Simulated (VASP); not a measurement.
Input of a VASP 6.6.1 run:

The input POSCAR:

```
CuI
1.0
    0.0000000000      3.0120291112      3.0120291112
    3.0120291112      0.0000000000      3.0120291112
    3.0120291112      3.0120291112      0.0000000000
Cu I
1 1
Direct
    0.0000000000      0.0000000000      0.0000000000
    0.2500000000      0.2500000000      0.2500000000
```

Contents of INCAR.step1:

```
PREC = Accurate
ENCUT = 520
ISMEAR = 0
SIGMA = 0.01
LREAL = False
LASPH = True
NELM = 60
NBANDS = 16
GGA = PE
ALGO = Normal
EDIFF = 1E-4
LWAVE = True
LCHARG = False
```

INCAR.step2

```
PREC = Accurate
ENCUT = 520
EDIFF = 1E-6
ISMEAR = 0
SIGMA = 0.01
LREAL = False
LASPH = True
NELM = 60
ALGO = Normal
ISIF = 2
LWAVE = False
LCHARG = False
METAGGA = R2SCAN
LMIXTAU = True
NBANDS = 16
ISTART = 1
```

Contents of KPOINTS:

```
regular mesh
0
Gamma
  6 6 6
```

Potentials or basis: VASP PAW PBE potentials, release 64 (Cu, I).

Launch:

```bash
$ cat potpaw_PBE.64/Cu/POTCAR potpaw_PBE.64/I/POTCAR > POTCAR
$ cp INCAR.step1 INCAR
$ mpirun -np 1 vasp_std > vasp.out
$ cp INCAR.step2 INCAR
$ mpirun -np 1 vasp_std > vasp.out
```

(1) Estimate the band gap on the k mesh.

(2) Estimate the pressure.

Results:

(1) 1.67 eV, direct.

(2) -0.1 GPa.

Caveat: the PAW data sets were made with another functional, which shifts forces and pressure a little; spin-orbit coupling is left out, which moves the levels of the heavy elements.
